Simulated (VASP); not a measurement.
# TiN (Osbornite) (Fm-3m) in VASP: single point with PBE

Aim: the single point of TiN (Osbornite) with PBE.

Program: VASP 6.6.1. These are calculated values, not measurements. Logs are shortened: lines on timing, memory, paths and dates and some standing lists are left out, and cuts for length are marked.

### Step 1. The cell of the first run

It takes space group Fm-3m (No. 225, cubic). The conventional cell has a = 4.238 Å, b = 4.238 Å, c = 4.238 Å, α = 90.00°, β = 90.00°, γ = 90.00°. Within 2.8 Å of Ti (site symmetry m-3m) lie 6 N at 2.12 Å. Within 2.8 Å of N (site symmetry m-3m) lie 6 Ti at 2.12 Å.

### Step 2. Single point, PBE

Input file INCAR:

```
ALGO = Normal ; EDIFF = 1E-6
ENCUT = 600 ; GGA = PE
GGA_COMPAT = F ; ISIF = 2
ISMEAR = -1 ; LASPH = T
LCHARG = T ; LELF = T
LREAL = F ; LVHAR = T
LWAVE = F ; NBANDS = 16
NELM = 120 ; PREC = Accurate
SIGMA = 0.1
```

Input file KPOINTS:

```
k-points
0
Gamma
  9 9 9
```

Input file POSCAR:

```
TiN
1.0
    2.9967190000      0.0000000000      0.0000000000
    1.4983595000      2.5952347820      0.0000000000
    1.4983595000      0.8650782607      2.4468108175
Ti N
1 1
Direct
    0.0000000000      0.0000000000      0.0000000000
    0.5000000000      0.5000000000      0.5000000000
```

Potentials or basis: VASP PAW PBE potentials, release 64 (Ti_sv, N).

Started as:

```sh
> cat potpaw_PBE.64/Ti_sv/POTCAR potpaw_PBE.64/N/POTCAR > POTCAR
> mpirun -np 1 vasp_std > vasp.out
```

OUTCAR:

```text
EDIFF = 1E-6
   ENCUT = 600
   GGA = PE
   ISIF = 2
   ISMEAR = -1
   LASPH = T
   LREAL = F
   NELM = 120
   PREC = Accurate

 ion  position               nearest neighbor table
   1  0.000  0.000  0.000-   2 2.12   2 2.12   2 2.12   2 2.12   2 2.12   2 2.12
   2  0.500  0.500  0.500-   1 2.12   1 2.12   1 2.12   1 2.12   1 2.12   1 2.12

  LATTYP: Found a face centered cubic cell.
 ALAT       =     4.2380006524

  Lattice vectors:

 A1 = (   2.9967190000,   0.0000000000,   0.0000000000)
 A2 = (   1.4983595000,   2.5952347820,   0.0000000000)
 A3 = (   1.4983595000,   0.8650782607,   2.4468108175)

Analysis of symmetry for initial positions (statically):
[... 5 lines left out ...]
 face centered cubic supercell.

 Subroutine GETGRP returns: Found 48 space group operations
 (whereof 48 operations were pure point group operations)
 out of a pool of 48 trial point group operations.

The static configuration has the point symmetry O_h .

Analysis of symmetry for dynamics (positions and initial velocities):
[... 5 lines left out ...]
 face centered cubic supercell.

 Subroutine GETGRP returns: Found 48 space group operations
 (whereof 48 operations were pure point group operations)
 out of a pool of 48 trial point group operations.

The dynamic configuration has the point symmetry O_h .

 Subroutine INISYM returns: Found 48 space group operations
 (whereof 48 operations are pure point group operations),
 and found     1 'primitive' translations

----------------------------------------------------------------------------------------

                                     Primitive cell

  volume of cell :      19.0293

  direct lattice vectors                    reciprocal lattice vectors
     2.996719000  0.000000000  0.000000000     0.333698288 -0.192660796 -0.136231756
     1.498359500  2.595234782  0.000000000     0.000000000  0.385321593 -0.136231756
     1.498359500  0.865078261  2.446810817     0.000000000  0.000000000  0.408695267

  length of vectors
     2.996719000  2.996719000  2.996719000     0.408695267  0.408695267  0.408695267

  position of ions in fractional coordinates (direct lattice)
     0.000000000  0.000000000  0.000000000
     0.500000000  0.500000000  0.500000000

  ion indices of the primitive-cell ions
   primitive index   ion index
                 1           1
                 2           2

----------------------------------------------------------------------------------------

 KPOINTS: k-points

Automatic generation of k-mesh.
 Grid dimensions read from file:
 generate k-points for:    9    9    9

 Generating k-lattice:

  Cartesian coordinates                     Fractional coordinates (reciprocal lattice)
     0.037077588 -0.021406755 -0.015136862     0.111111111  0.000000000  0.000000000
     0.000000000  0.042813510 -0.015136862     0.000000000  0.111111111  0.000000000
     0.000000000  0.000000000  0.045410585     0.000000000  0.000000000  0.111111111

  Length of vectors
     0.045410585  0.045410585  0.045410585

  Shift w.r.t. Gamma in fractional coordinates (k-lattice)
     0.000000000  0.000000000  0.000000000

 Subroutine IBZKPT returns following result:
 ===========================================

 Found     35 irreducible k-points:

 Following reciprocal coordinates:
            Coordinates               Weight
  0.000000  0.000000  0.000000      1.000000
  0.111111  0.000000  0.000000      8.000000
  0.222222 -0.000000  0.000000      8.000000
  0.333333 -0.000000 -0.000000      8.000000
  0.444444 -0.000000  0.000000      8.000000
  0.111111  0.111111  0.000000      6.000000
[... 16 lines left out ...]
 -0.333333  0.333333 -0.000000     12.000000
  0.444444  0.444444  0.000000      6.000000
 [... further k-points ...]
   k-points           NKPTS =     35   k-points in BZ     NKDIM =     35   number of bands    NBANDS=     16
   number of dos      NEDOS =    301   number of ions     NIONS =      2
   total plane-waves  NPLWV =  13824
   dimension x,y,z NGX =    24 NGY =   24 NGZ =   24
   dimension x,y,z NGXF=    48 NGYF=   48 NGZF=   48
   ions per type =               1   1
   NGX,Y,Z   is equivalent  to a cutoff of  13.31, 13.31, 13.31 a.u.
   NGXF,Y,Z  is equivalent  to a cutoff of  26.63, 26.63, 26.63 a.u.
 SYSTEM =  unknown system
   PREC   = accura    normal or accurate (medium, high low for compatibility)
   ISTART =      0    job   : 0-new  1-cont  2-samecut
   ICHARG =      2    charge: 1-file 2-atom 10-const
   ISPIN  =      1    spin polarized calculation?
   LNONCOLLINEAR =      F non collinear calculations
   LSORBIT =      F    spin-orbit coupling
   LASPH  =      T    aspherical Exc in radial PAW
   ENCUT  =  600.0 eV  44.10 Ry    6.64 a.u.   5.99  5.99  5.99*2*pi/ulx,y,z
   NELM   =    120;   NELMIN=  2; NELMDL= -5     # of ELM steps
   EDIFF  = 0.1E-05   stopping-criterion for ELM
   LREAL  =      F    real-space projection
   EDIFFG = 0.1E-04   stopping-criterion for IOM
   NSW    =      0    number of steps for IOM
   IBRION =     -1    ionic relax: 0-MD 1-quasi-New 2-CG
   NFREE  =      0    steps in history (QN), initial steepest desc. (CG)
   ISIF   =      2    stress and relaxation
   ISYM   =      2    0-nonsym 1-usesym 2-fastsym
   POTIM  = 0.5000    time-step for ionic-motion
   TEBEG  =    0.0;   TEEND  =   0.0 temperature during run
   PSTRESS=    0.0 pullay stress
   NELECT =      17.0000    total number of electrons
   NUPDOWN=      -1.0000    fix difference up-down
   EMIN   =  10.00;   EMAX   =-10.00  energy-range for DOS
   EFERMI =   0.00;   METHOD = LEGACY
   ISMEAR =    -1;   SIGMA  =   0.10  broadening in eV -4-tet -1-fermi 0-gaus
   EFERMI_NEDOS =   21; number of points for ismear=-14 and -15
   IALGO  =     38    algorithm
   IMIX   =      4    mixing-type and parameters
     AMIX     =   0.40;   BMIX     =  1.00
     AMIX_MAG =   1.60;   BMIX_MAG =  1.00
  volume/ion in A,a.u.               =       9.51        64.21
  Fermi-wavevector in a.u.,A,eV,Ry     =   1.576704  2.979538 33.824014  2.485995
  Thomas-Fermi vector in A             =   2.677497
   LORBIT       =      0    0 simple, 1 ext, 2 COOP (PROOUT), +10 PAW based schemes
   GGA     = PE    functional components
   LHFCALC =     F    Hartree Fock is set to
   AEXX    =    0.0000 exact exchange contribution
   IVDW    =     0    specifies the selected vdW correction
   LEPSILON=     F    determine dielectric tensor
   LRPA    =     F    only Hartree local field effects (RPA)
 non-spin polarized calculation
  energy-cutoff  :      600.00
  volume of cell :       19.03
 maximum number of plane-waves:       650
   NGX = 11   NGY = 11   NGZ = 11

 number of electron      17.0000001 magnetization

 Free energy of the ion-electron system (eV)
  ---------------------------------------------------
  ext. energy  EPLUGINS =         0.00000000
  ---------------------------------------------------
  free energy    TOTEN  =       -19.65531891 eV

  energy without entropy =      -19.62986276  energy(sigma->0) =      -19.64259083

 E-fermi :  11.4367     XC(G=0): -13.0348

 val. band max:       11.3801475174   @ k =   0.1111   0.0000   0.0000
 cond. band min:      11.4932325886   @ k =   0.4444   0.2222   0.1111
 fundamental gap:      0.1130850712
 Fermi energy:        11.4367386000

 k-point     1 :       0.0000    0.0000    0.0000
  band No.  band energies     occupation
      1     -46.3870      2.00000
      2     -22.3649      2.00000
      3     -22.3649      2.00000
      4     -22.3649      2.00000
      5      -5.6325      2.00000
      6       9.4393      2.00000
[... 8 lines left out ...]
     15      24.6652      0.00000
     16      31.2615      0.00000

 k-point     2 :       0.1111    0.0000    0.0000
  band No.  band energies     occupation
      1     -46.3757      2.00000
      2     -22.4444      2.00000
      3     -22.3715      2.00000
      4     -22.3715      2.00000
      5      -5.3948      2.00000
      6       8.2889      2.00000
[... 8 lines left out ...]
     15      24.7889      0.00000
     16      30.9027      0.00000

 k-point     3 :       0.2222   -0.0000    0.0000
  band No.  band energies     occupation
      1     -46.3468      2.00000
      2     -22.6411      2.00000
      3     -22.3882      2.00000
      4     -22.3882      2.00000
      5      -4.7538      2.00000
      6       6.3992      2.00000
[... 8 lines left out ...]
     15      24.5173      0.00000
     16      29.5304      0.00000

 k-point     4 :       0.3333   -0.0000   -0.0000
  band No.  band energies     occupation
      1     -46.3138      2.00000
      2     -22.8575      2.00000
      3     -22.4071      2.00000
      4     -22.4071      2.00000
      5      -3.9194      2.00000
      6       4.6573      2.00000
[... 8 lines left out ...]
     15      24.4452      0.00000
     16      27.6011      0.00000

 k-point     5 :       0.4444   -0.0000    0.0000
  band No.  band energies     occupation
      1     -46.2921      2.00000
      2     -22.9949      2.00000
      3     -22.4194      2.00000
      4     -22.4194      2.00000
      5      -3.2660      2.00000
      6       3.5473      2.00000
[... 8 lines left out ...]
     15      25.1253      0.00000
     16      26.2471      0.00000

 k-point     6 :       0.1111    0.1111    0.0000
  band No.  band energies     occupation
      1     -46.3719      2.00000
      2     -22.4392      2.00000
      3     -22.3891      2.00000
      4     -22.3891      2.00000
      5      -5.3294      2.00000
      6       7.5921      2.00000
[... 8 lines left out ...]
     15      24.9204      0.00000
     16      30.3803      0.00000

 k-point     7 :       0.2222    0.1111    0.0000
  band No.  band energies     occupation
      1     -46.3489      2.00000
      2     -22.5836      2.00000
      3     -22.4142      2.00000
      4     -22.4015      2.00000
      5      -4.8638      2.00000
      6       6.3432      2.00000
[... 8 lines left out ...]
     15      24.8662      0.00000
     16      29.4207      0.00000

 k-point     8 :       0.3333    0.1111    0.0000
  band No.  band energies     occupation
      1     -46.3173      2.00000
      2     -22.7838      2.00000
      3     -22.4350      2.00000
      4     -22.4237      2.00000
      5      -4.1563      2.00000
      6       5.0763      2.00000
[... 8 lines left out ...]
     15      24.4023      0.00000
     16      27.7509      0.00000

 k-point     9 :       0.4444    0.1111    0.0000
  band No.  band energies     occupation
      1     -46.2919      2.00000
      2     -22.9388      2.00000
      3     -22.4526      2.00000
      4     -22.4419      2.00000
      5      -3.4939      2.00000
      6       4.0197      2.00000
[... 8 lines left out ...]
     15      24.7353      0.00000
     16      26.2329      0.00000
[... 172 lines left out ...]
 k-point    19 :      -0.2222    0.2222    0.0000
  band No.  band energies     occupation
      1     -46.3019      2.00000
      2     -22.7955      2.00000
      3     -22.5577      2.00000
      4     -22.4054      2.00000
      5      -3.8781      2.00000
      6       4.7859      2.00000
[... 8 lines left out ...]
     15      23.7090      0.00000
     16      26.2098      0.00000

 k-point    20 :       0.3333    0.3333    0.0000
  band No.  band energies     occupation
      1     -46.2902      2.00000
      2     -22.7874      2.00000
      3     -22.5199      2.00000
      4     -22.5199      2.00000
      5      -4.2454      2.00000
      6       5.0929      2.00000
[... 8 lines left out ...]
     15      25.4233      0.00000
     16      25.7224      0.00000

 k-point    21 :       0.4444    0.3333    0.0000
  band No.  band energies     occupation
      1     -46.2721      2.00000
      2     -22.8482      2.00000
      3     -22.5699      2.00000
      4     -22.5372      2.00000
      5      -4.0909      2.00000
      6       5.2413      2.00000
[... 8 lines left out ...]
     15      24.2214      0.00000
     16      25.3417      0.00000

 k-point    22 :      -0.4444    0.3333    0.0000
  band No.  band energies     occupation
      1     -46.2623      2.00000
      2     -22.8422      2.00000
      3     -22.6649      2.00000
      4     -22.5237      2.00000
      5      -3.8493      2.00000
      6       5.4350      2.00000
[... 8 lines left out ...]
     15      23.8284      0.00000
     16      24.4333      0.00000

 k-point    23 :      -0.3333    0.3333   -0.0000
  band No.  band energies     occupation
      1     -46.2654      2.00000
      2     -22.7855      2.00000
      3     -22.7461      2.00000
      4     -22.4856      2.00000
      5      -3.6140      2.00000
      6       4.9569      2.00000
[... 8 lines left out ...]
     15      23.0358      0.00000
     16      24.7746      0.00000

 k-point    24 :       0.4444    0.4444    0.0000
  band No.  band energies     occupation
      1     -46.2618      2.00000
      2     -22.8893      2.00000
      3     -22.5652      2.00000
      4     -22.5652      2.00000
      5      -4.2099      2.00000
      6       5.5281      2.00000
[... 8 lines left out ...]
     15      23.5591      0.00000
     16      25.8920      0.00000

 [... further k-points ...]
[... 5 lines left out ...]
  --------------------------------------------------------------------------------------
  -------------------------------------------------------------------------------------
  Total        0.2593823      0.2593823      0.2593823     -0.0000000      0.0000000     -0.0000000
  in kB       21.8387577     21.8387577     21.8387577     -0.0000000      0.0000000     -0.0000000
  external PRESSURE =      21.8387577 kB  Pullay stress =       0.0000000 kB

 VOLUME and BASIS-vectors are now :
 -----------------------------------------------------------------------------
  energy-cutoff  :      600.00
  volume of cell :       19.03
      direct lattice vectors                 reciprocal lattice vectors
     2.996719000  0.000000000  0.000000000     0.333698288 -0.192660796 -0.136231756
     1.498359500  2.595234782  0.000000000     0.000000000  0.385321593 -0.136231756
     1.498359500  0.865078261  2.446810817     0.000000000  0.000000000  0.408695267

 POSITION                                       TOTAL-FORCE (eV/Angst)
 -----------------------------------------------------------------------------------
      0.00000      0.00000      0.00000        -0.000000      0.000000      0.000000
      2.99672      1.73016      1.22341         0.000000     -0.000000      0.000000
 -----------------------------------------------------------------------------------
    total drift:                               -0.000000      0.000000      0.000000

  FREE ENERGIE OF THE ION-ELECTRON SYSTEM (eV)
  ---------------------------------------------------
  free  energy   TOTEN  =       -19.6553189073 eV

  energy  without entropy=      -19.6298627559  energy(sigma->0) =      -19.64259083
```

It took 17 s on 1 thread of AMD EPYC 9R45 (Zen 5), shared host; peak memory 0.11 GiB.

Results:

- Free energy: -19.6553 eV
- Pressure: 2.2 GPa
